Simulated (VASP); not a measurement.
Write the native input for VASP 6.6.1 that does the following.

```yaml
Task: single point
Functional: PBE
Potentials_or_basis: VASP PAW PBE potentials, release 64 (Hf_pv, W_sv, S)
Cutoff: 520 eV
k_mesh: 12 × 12 × 4
Occupations: gaussian, width 0.1 eV
Spin: no spin polarisation
Dipole_correction: no
Further_INCAR_settings: ALGO = Normal; EDIFF = 1e-06; NBANDS = 31
```

The structure of Hf2WS2 lies in POSCAR:

```
Hf2WS2
1.0
    3.3842065510      0.0000000000      0.0000000000
   -1.6921032755      2.9308088448      0.0000000000
    0.0000000000      0.0000000000     11.6206734847
Hf W S
2 1 2
Direct
    0.0000000000      0.0000000000      0.2807203622
    0.0000000000      0.0000000000      0.7192796378
    0.0000000000      0.0000000000      0.5000000000
    0.3333333333      0.6666666667      0.1524117746
    0.6666666667      0.3333333333      0.8475882254
```

The cell was generated, and may not be a known phase.

The input as run:

INCAR

```
  ALGO = Normal
  EDIFF = 1E-6
  ENCUT = 520
  GGA = PE
  ISIF = 2
  ISMEAR = 0
  LASPH = T
  LCHARG = F
  LREAL = F
  LWAVE = F
  NBANDS = 31
  NELM = 80
  PREC = Accurate
  SIGMA = 0.1
```

KPOINTS

```
k-points
0
Gamma
  12 12 4
```

Potentials or basis: VASP PAW PBE potentials, release 64 (Hf_pv, W_sv, S).

Run with:

```bash
$ cat potpaw_PBE.64/Hf_pv/POTCAR potpaw_PBE.64/W_sv/POTCAR potpaw_PBE.64/S/POTCAR > POTCAR
$ mpirun -np 1 vasp_std > vasp.out
```

Results of the run:

The pressure is -0.3 GPa and the largest force is 0.054 eV/Å. The band gap on the k mesh is zero (bands 23 and 24 overlap by 0.08 eV).

Caveat: spin-orbit coupling is left out, which moves the levels of the heavy elements; this functional lacks dispersion, which binds layers or chains, so the pressure and a relaxed spacing across them are unreliable.

Wall time 2.5 min on 1 thread of Intel(R) Xeon(R) 6975P-C (Granite Rapids), on a shared host, peak memory 0.41 GiB.
